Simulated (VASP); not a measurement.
# GaN in VASP: further runs

Runs on GaN. Level: HSE06. Tasks: single point.

All numbers are computed with VASP 6.6.1; they aren't measurements. Logs are shortened: lines on timing, memory, paths and dates and some standing lists are left out, and cuts for length are marked.

### Step 1. The cell of the first run

Symmetry: F-43m, No. 216, cubic system. Conventional cell: a = 4.498 Å, b = 4.498 Å, c = 4.498 Å, α = 90.00°, β = 90.00°, γ = 90.00°. Within 2.6 Å of Ga (site symmetry -43m) lie 4 N at 1.95 Å. N (site symmetry -43m) has 4 Ga at 1.95 Å within 2.6 Å.

### Step 2. Single point, HSE06

The input, POSCAR:

```
GaN
1.0
    0.0000000000      2.2489525487      2.2489525487
    2.2489525487      0.0000000000      2.2489525487
    2.2489525487      2.2489525487      0.0000000000
Ga N
1 1
Direct
    0.0000000000      0.0000000000      0.0000000000
    0.2500000000      0.2500000000      0.2500000000
```

The input, INCAR.step1:

```
SYSTEM = GaN
PREC = Accurate
ENCUT = 520
EDIFF = 1E-5
ISMEAR = 0
SIGMA = 0.01
LREAL = .FALSE.
LASPH = .TRUE.
NELM = 80
ALGO = Normal
ISIF = 2
LWAVE = .TRUE.
NBANDS = 16
GGA = PE
```

The input, INCAR.step2:

```
SYSTEM = GaN
PREC = Accurate
ENCUT = 520
EDIFF = 1E-6
ISMEAR = 0
SIGMA = 0.01
LREAL = .FALSE.
LASPH = .TRUE.
NELM = 80
ALGO = Normal
ISIF = 2
LWAVE = .FALSE.
LCHARG = .TRUE.
GGA = PE
LHFCALC = .TRUE.
HFSCREEN = 0.2079
PRECFOCK = Normal
LELF = .TRUE.
LVHAR = .TRUE.
NBANDS = 16
ISTART = 1
```

The input, KPOINTS:

```
regular mesh
0
G
  6 6 6
  0 0 0
```

Potentials or basis: VASP PAW PBE potentials, release 64 (Ga_d, N).

The run is started by

```console
cat potpaw_PBE.64/Ga_d/POTCAR potpaw_PBE.64/N/POTCAR > POTCAR
cp INCAR.step1 INCAR
mpirun -np 1 vasp_std > vasp.out
cp INCAR.step2 INCAR
mpirun -np 1 vasp_std > vasp.out
```

OUTCAR:

```text
SYSTEM = GaN
   PREC = Accurate
   ENCUT = 520
   EDIFF = 1E-6
   ISMEAR = 0
   LREAL = .FALSE.
   LASPH = .TRUE.
   NELM = 80
   ISIF = 2
   GGA = PE
   LHFCALC = .TRUE.
   HFSCREEN = 0.2079
   PRECFOCK = Normal
   ISTART = 1

 ion  position               nearest neighbor table
   1  0.000  0.000  0.000-   2 1.95   2 1.95   2 1.95   2 1.95
   2  0.250  0.250  0.250-   1 1.95   1 1.95   1 1.95   1 1.95

  LATTYP: Found a face centered cubic cell.
 ALAT       =     4.4979050974

  Lattice vectors:

 A1 = (   0.0000000000,   2.2489525487,   2.2489525487)
 A2 = (   2.2489525487,   0.0000000000,   2.2489525487)
 A3 = (   2.2489525487,   2.2489525487,   0.0000000000)

Analysis of symmetry for initial positions (statically):
=====================================================================
 Subroutine PRICEL returns:
 Original cell was already a primitive cell.

 Routine SETGRP: Setting up the symmetry group for a
 face centered cubic supercell.

 Subroutine GETGRP returns: Found 24 space group operations
 (whereof 24 operations were pure point group operations)
 out of a pool of 48 trial point group operations.

The static configuration has the point symmetry T_d .

Analysis of symmetry for dynamics (positions and initial velocities):
=====================================================================
 Subroutine PRICEL returns:
 Original cell was already a primitive cell.

 Routine SETGRP: Setting up the symmetry group for a
 face centered cubic supercell.

 Subroutine GETGRP returns: Found 24 space group operations
 (whereof 24 operations were pure point group operations)
 out of a pool of 48 trial point group operations.

The dynamic configuration has the point symmetry T_d .

 Subroutine INISYM returns: Found 24 space group operations
 (whereof 24 operations are pure point group operations),
 and found     1 'primitive' translations

----------------------------------------------------------------------------------------

                                     Primitive cell

  volume of cell :      22.7494

  direct lattice vectors                    reciprocal lattice vectors
     0.000000000  2.248952549  2.248952549    -0.222325722  0.222325722  0.222325722
     2.248952549  0.000000000  2.248952549     0.222325722 -0.222325722  0.222325722
     2.248952549  2.248952549  0.000000000     0.222325722  0.222325722 -0.222325722

  length of vectors
     3.180499196  3.180499196  3.180499196     0.385079447  0.385079447  0.385079447
[... 79 lines left out ...]
   ISYM   =      3    0-nonsym 1-usesym 2-fastsym
   POTIM  = 0.5000    time-step for ionic-motion
   TEBEG  =    0.0;   TEEND  =   0.0 temperature during run
   PSTRESS=    0.0 pullay stress
   NELECT =      18.0000    total number of electrons
   NUPDOWN=      -1.0000    fix difference up-down
   EMIN   =  10.00;   EMAX   =-10.00  energy-range for DOS
   EFERMI =   0.00;   METHOD = LEGACY
   ISMEAR =     0;   SIGMA  =   0.01  broadening in eV -4-tet -1-fermi 0-gaus
   EFERMI_NEDOS =   21; number of points for ismear=-14 and -15
   IALGO  =     38    algorithm
   IMIX   =      1    mixing-type and parameters
     AMIX     =   0.40;   BMIX     =  1.00
     AMIX_MAG =   1.60;   BMIX_MAG =  1.00
  volume/ion in A,a.u.               =      11.37        76.76
  Fermi-wavevector in a.u.,A,eV,Ry     =   1.514173  2.861371 31.194330  2.292719
  Thomas-Fermi vector in A             =   2.623866
   LORBIT       =      0    0 simple, 1 ext, 2 COOP (PROOUT), +10 PAW based schemes
   GGA     = PE    functional components
   LHFCALC =     T    Hartree Fock is set to
   PRECFOCK=normal    Normal, Fast or Accurate (Low or Medium for compatibility)
   ENCUT4O =  -1.0   cutoff for four orbital integrals eV
   NKREDX  =     1    reduce k-point grid by
   NKREDY  =     1    reduce k-point grid by
   NKREDZ  =     1    reduce k-point grid by
   AEXX    =    0.2500 exact exchange contribution
   HFSCREEN=    0.2079 screening length (either q_TF or 0.3 A-1)
   HFSCREENC=   0.2079 screening length for correlation (either q_TF or 0.3 A-1)
   ENCUTFOCK=  -1.0 apply spherical cutoff to Coloumb kernel
   IVDW    =     0    specifies the selected vdW correction
   LEPSILON=     F    determine dielectric tensor
   LRPA    =     F    only Hartree local field effects (RPA)
 non-spin polarized calculation
 Gauss-broadening in eV      SIGMA  =   0.01
  energy-cutoff  :      520.00
  volume of cell :       22.75
 maximum number of plane-waves:       624
  NGX = 18; NGY = 18; NGZ = 18

 number of electron      18.0000009 magnetization

 Free energy of the ion-electron system (eV)
  ---------------------------------------------------
  ext. energy  EPLUGINS =         0.00000000
  ---------------------------------------------------
  free energy    TOTEN  =       -14.73833444 eV

  energy without entropy =      -14.73833444  energy(sigma->0) =      -14.73833444

 E-fermi :   4.5997     XC(G=0):  -9.5875

 val. band max:        4.5235996753   @ k =   0.0000   0.0000   0.0000
 cond. band min:       7.5453283785   @ k =   0.0000   0.0000   0.0000
 fundamental gap:      3.0217287032
 Fermi energy:         4.5996932998

 k-point     1 :       0.0000    0.0000    0.0000
  band No.  band energies     occupation
      1     -12.9682      2.00000
      2     -11.0497      2.00000
      3     -11.0497      2.00000
      4     -11.0497      2.00000
      5     -10.7278      2.00000
      6     -10.7278      2.00000
[... 281 lines left out ...]
      3     -10.8560      2.00000
      4     -10.7494      2.00000
      5     -10.6919      2.00000
      6      -8.3280      2.00000
[... 8 lines left out ...]
     15      27.0269      0.00000
     16      29.7476      0.00000

------------------------ aborting loop because EDIFF is reached ----------------------------------------

  FORCE on cell =-STRESS in cart. coord.  units (eV):
  Direction    XX          YY          ZZ          XY          YZ          ZX
  --------------------------------------------------------------------------------------
  -------------------------------------------------------------------------------------
  Total       -0.0118588     -0.0118588     -0.0118588     -0.0000000      0.0000000      0.0000000
  in kB       -0.8351817     -0.8351817     -0.8351817     -0.0000000      0.0000000      0.0000000
  external PRESSURE =      -0.8351817 kB  Pullay stress =       0.0000000 kB

 VOLUME and BASIS-vectors are now :
 -----------------------------------------------------------------------------
  energy-cutoff  :      520.00
  volume of cell :       22.75
      direct lattice vectors                 reciprocal lattice vectors
     0.000000000  2.248952549  2.248952549    -0.222325722  0.222325722  0.222325722
     2.248952549  0.000000000  2.248952549     0.222325722 -0.222325722  0.222325722
     2.248952549  2.248952549  0.000000000     0.222325722  0.222325722 -0.222325722

 POSITION                                       TOTAL-FORCE (eV/Angst)
 -----------------------------------------------------------------------------------
      0.00000      0.00000      0.00000         0.000000      0.000000      0.000000
      1.12448      1.12448      1.12448        -0.000000     -0.000000     -0.000000
 -----------------------------------------------------------------------------------
    total drift:                               -0.000018     -0.000018     -0.000015

  FREE ENERGIE OF THE ION-ELECTRON SYSTEM (eV)
  ---------------------------------------------------
  free  energy   TOTEN  =       -14.7383344371 eV

  energy  without entropy=      -14.7383344371  energy(sigma->0) =      -14.73833444
```

OUTCAR.step1:

```text
SYSTEM = GaN
   PREC = Accurate
   ENCUT = 520
   EDIFF = 1E-5
   ISMEAR = 0
   LREAL = .FALSE.
   LASPH = .TRUE.
[... 514 lines left out ...]
      0.00000      0.00000      0.00000         0.000000      0.000000      0.000000
      1.12448      1.12448      1.12448        -0.000000     -0.000000     -0.000000
 -----------------------------------------------------------------------------------
    total drift:                                0.000001      0.000001      0.000001

  FREE ENERGIE OF THE ION-ELECTRON SYSTEM (eV)
  ---------------------------------------------------
  free  energy   TOTEN  =       -12.1337827071 eV

  energy  without entropy=      -12.1337827071  energy(sigma->0) =      -12.13378271
```

Run time: 25 min. Hardware: 1 thread of Intel Xeon Platinum 8259CL at 2.50GHz (Skylake/Cascade Lake), shared host; peak memory 0.25 GiB.

Results:

- Free energy: -14.7383 eV
- Pressure: -0.1 GPa
- Band gap on the k mesh: 3.02 eV

Levels at points of the mesh, in eV from the valence-band top:
```
           k point  band 5  band 6  band 7  band 8  band 9  band 10  band 11  band 12  band 13  band 14
(0.00, 0.00, 0.00)  -15.25  -15.25    0.00    0.00    0.00     3.02    11.96    11.96    11.96    19.47
(0.50, 0.00, 0.00)  -15.21  -13.61   -7.58   -1.05   -1.05     6.13    10.45    11.94    11.94    17.39
(0.50, 0.50, 0.00)  -15.18  -13.05   -6.59   -2.93   -2.93     4.45     8.19    13.63    16.10    16.10
```

Caveat: the structure was generated, so it needn't be the stable form of GaN; the PAW data sets were made with another functional, which shifts forces and pressure a little.

### Step 3. Single point, HSE06 (shear xy strain -1.0%)

The input, POSCAR:

```
GaN
1.0
   -0.0112447627      2.2489525415      2.2489525415
    2.2489525415     -0.0112447627      2.2489525415
    2.2377077788      2.2377077788      0.0000000000
Ga N
1 1
Direct
   -0.0007240346     -0.0007240346      0.0007240346
    0.2507240346      0.2507240346      0.2492759654
```

The input, INCAR.step1:

```
SYSTEM = GaN
  ALGO = Normal
  EDIFF = 1E-5
  ENCUT = 520
  GGA = PE
  ISIF = 2
  ISMEAR = 0
  LASPH = .TRUE.
  LCHARG = .FALSE.
  LREAL = .FALSE.
  LWAVE = .TRUE.
  NBANDS = 16
  NELM = 60
  PREC = Accurate
  SIGMA = 0.01
```

The input, INCAR.step2:

```
SYSTEM = GaN
  ALGO = Normal
  EDIFF = 1E-7
  ENCUT = 520
  GGA = PE
  HFSCREEN = 0.2079
  ISIF = 2
  ISMEAR = 0
  ISTART = 1
  LASPH = .TRUE.
  LCHARG = .FALSE.
  LHFCALC = .TRUE.
  LREAL = .FALSE.
  LWAVE = .FALSE.
  NBANDS = 16
  NELM = 60
  PREC = Accurate
  PRECFOCK = Normal
  SIGMA = 0.01
```

The input, KPOINTS:

```
k-points
0
G
  6 6 6
  0 0 0
```

Potentials or basis: VASP PAW PBE potentials, release 64 (Ga_d, N).

The run is started by

```console
cat potpaw_PBE.64/Ga_d/POTCAR potpaw_PBE.64/N/POTCAR > POTCAR
cp INCAR.step1 INCAR
mpirun -np 1 vasp_std > vasp.out
cp INCAR.step2 INCAR
mpirun -np 1 vasp_std > vasp.out
```

Run time: 1.7 h. Hardware: 1 thread of Intel Xeon Platinum 8259CL at 2.50GHz (Skylake/Cascade Lake), shared host; peak memory 0.26 GiB.

The run converged. Its results:

| Quantity | Value |
| --- | --- |
| Free energy | -14.7371 eV |
| Pressure | -0.1 GPa |
| Band gap on the k mesh | 2.99 eV |

Stress tensor (GPa, compression positive):
```
-0.13  1.64  0.00
 1.64 -0.13  0.00
 0.00  0.00 -0.14
```

Levels at points of the mesh, in eV from the valence-band top:
```tsv
k point	band 6	band 7	band 8	band 9	band 10	band 11	band 12	band 13
(0.00, 0.00, 0.00)	-15.28	-0.06	-0.03	0.00	2.99	11.81	11.93	12.05
(0.50, 0.00, 0.00)	-13.66	-7.63	-1.07	-1.04	6.14	10.40	11.94	11.99
(0.50, 0.50, 0.00)	-13.08	-6.62	-3.03	-2.89	4.42	8.16	13.60	16.02
(0.00, 0.00, 0.50)	-13.61	-7.59	-1.12	-1.09	6.05	10.44	11.83	11.88
(0.50, 0.00, 0.50)	-13.08	-6.62	-2.96	-2.96	4.42	8.16	13.59	16.07
```

Caveat: the cell differs from its parent crystal (shear xy strain -1.0%); the structure was generated, so it needn't be the stable form of GaN; the PAW data sets were made with another functional, which shifts forces and pressure a little.
